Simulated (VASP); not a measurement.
A run of VASP 6.6.1 is set up as follows.

The input INCAR:

```
SYSTEM = Hf2N
  PREC = Accurate
  ENCUT = 520
  EDIFF = 1E-6
  ISMEAR = 0
  SIGMA = 0.15
  LREAL = .FALSE.
  LASPH = .TRUE.
  NELM = 100
  ALGO = Normal
  ISIF = 2
  LWAVE = .FALSE.
  LCHARG = .FALSE.
  GGA = PS
  NBANDS = 34
```

Contents of KPOINTS:

```
Automatic mesh
0
G
  8 8 14
  0 0 0
```

File POSCAR:

```
Hf2N
1.0
    5.2704466980      0.0000000000      0.0000000000
    0.0000000000      5.2704466980      0.0000000000
    0.0000000000      0.0000000000      3.1274830706
Hf N
4 2
Direct
    0.2954631013      0.2954631013      0.0000000000
    0.7045368987      0.7045368987      0.0000000000
    0.7954631013      0.2045368987      0.5000000000
    0.2045368987      0.7954631013      0.5000000000
    0.0000000000      0.0000000000      0.0000000000
    0.5000000000      0.5000000000      0.5000000000
```

Potentials or basis: VASP PAW PBE potentials, release 64 (Hf_pv, N).

Command:

```sh
$ cat potpaw_PBE.64/Hf_pv/POTCAR potpaw_PBE.64/N/POTCAR > POTCAR
$ mpirun -np 1 vasp_std > vasp.out
```

**Question.** What does it give for the pressure?

**Answer.** 8.5 GPa.

**Question.** Estimate the largest force.

**Answer.** 0.087 eV/Å.

**Question.** What does it give for the band gap on the k mesh?

**Answer.** Zero (bands 25 and 26 overlap by 2.79 eV).

Stress tensor (GPa, compression positive):
```
 5.51  0.00  0.00
 0.00  5.51  0.00
 0.00  0.00 14.61
```

Caveat: the stress differs along the axes, from 6 to 15 GPa; the PAW data sets were made with another functional, which shifts forces and pressure a little; spin-orbit coupling is left out, which moves the levels of the heavy elements.
